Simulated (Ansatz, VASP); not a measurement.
## Two plane-wave programs on MgI2

File INCAR:

```
PREC = Accurate
ENCUT = 520
EDIFF = 1E-6
ISMEAR = 0
SIGMA = 0.05
LREAL = False
LASPH = True
NELM = 80
ALGO = Normal
ISIF = 2
LWAVE = False
LCHARG = False
NBANDS = 15
```

KPOINTS

```
regular mesh
0
Gamma
  6 6 4
```

The input POSCAR:

```
MgI2
1.0
    4.1834320243      0.0000000000      0.0000000000
   -2.0917160121      3.6229584080      0.0000000000
    0.0000000000      0.0000000000      6.8623682698
Mg I
1 2
Direct
    0.0000000000      0.0000000000      0.0000000000
    0.3333333333      0.6666666667      0.7598241385
    0.6666666667      0.3333333333      0.2401758615
```

Input for Ansatz:

```yaml
crystal:
  lattice:
    - [4.1834320243, 0.0, 0.0]
    - [-2.0917160121, 3.622958408, 0.0]
    - [0.0, 0.0, 6.8623682698]
  atoms:
    - { symbol: Mg, position: [0.0, 0.0, 0.0] }
    - { symbol: I, position: [0.3333333333, 0.6666666667, 0.7598241385] }
    - { symbol: I, position: [0.6666666667, 0.3333333333, 0.2401758615] }
basis:
  ecutwfc: 520.0
kpoints:
  mp_grid: { grid: [6, 6, 4] }
hamiltonian:
  xc: lda
scf:
  occupations: { method: gaussian, width: 0.05 }
output:
  forces: true
  stress: true
  eigenvalues: true
  write_density: true
  write_potential: true
  elf: true
  volumetric_format: npy
```

Alike in both runs: task single point; functional LDA; k mesh 6 × 6 × 4; occupations gaussian, width 0.05 eV; no spin polarisation.

|  | VASP | Ansatz |
| --- | --- | --- |
| version | VASP 6.6.1 | Ansatz 0.2.0 |
| potentials or method | VASP PAW LDA potentials, release 64 (Mg, I), cutoff 520 eV | scalar-relativistic, plane waves, PAW |
| valence electrons in the cell | 16 | 44 |

```csv
,VASP,Ansatz,Ansatz less VASP
gap on the k mesh at the Fermi level (eV),3.31,3.32,+0.018
least direct gap on the mesh (eV),3.35,3.34,-0.007
pressure (GPa),-1.7,-1.6,+0.10
"traceless stress, the component that is largest in VASP (GPa)",0.48,0.46,-0.018
rms of the force components (eV/Å),0.053,0.047,-0.0056
```

LDA's correlation is that of Perdew and Zunger in VASP and of Perdew and Wang (1992) in Ansatz. Atom by atom the forces differ by 0.006 eV/Å (rms over components). VASP's potentials hold 16 valence electrons a cell and Ansatz's 44, so a difference there can come from the potentials and not from the codes.

Neither program's run includes spin-orbit coupling.
